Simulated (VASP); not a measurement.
Runs of VASP 6.6.1 on WC. The structure is that of space group P-6m2 (No. 187), or close to it. The cells are those of the table. 

```tsv
cell	gap on the mesh (eV)	pressure (GPa)	moment (μB)
a = 2.879, b = 2.879, c = 2.812 Å, angles 90.0, 90.0, 120.0°, 2 atoms	none	18.9	0.00
a = 2.898, b = 2.898, c = 2.803 Å, angles 90.0, 90.0, 120.0°, 2 atoms	none	14.7	0.00
a = 2.936, b = 2.936, c = 2.869 Å, angles 90.0, 90.0, 120.0°, 2 atoms	none	(a)	0.00
a = 2.955, b = 2.955, c = 2.887 Å, angles 90.0, 90.0, 120.0°, 2 atoms	none	(b)	0.00
a = 2.898, b = 2.898, c = 2.775 Å, angles 90.0, 90.0, 120.0°, 2 atoms	none	19.9	0.00
```

Alike in all rows: task single point; level PBE; potentials or basis VASP PAW PBE potentials, release 64 (W_sv, C); spin collinear; k mesh 18 × 18 × 16; cutoff (eV) 520; smearing fermi-dirac 0.05 eV.

Task: Fill in the values left out.

Result: (a) -5.6; (b) -12.2.

Caveats: spin-orbit coupling is left out, which moves the levels of the heavy elements; the cell stands under tension (at least some runs); the cell stands under pressure (at least some runs); the stress differs along the axes, from 12 to 20 GPa (at least some runs); the stress differs along the axes, from 14 to 31 GPa (at least some runs).

A k mesh can miss the band edges, and the runs leave out spin-orbit coupling on W.

A gap of «none» marks levels without a gap at the run's occupations.
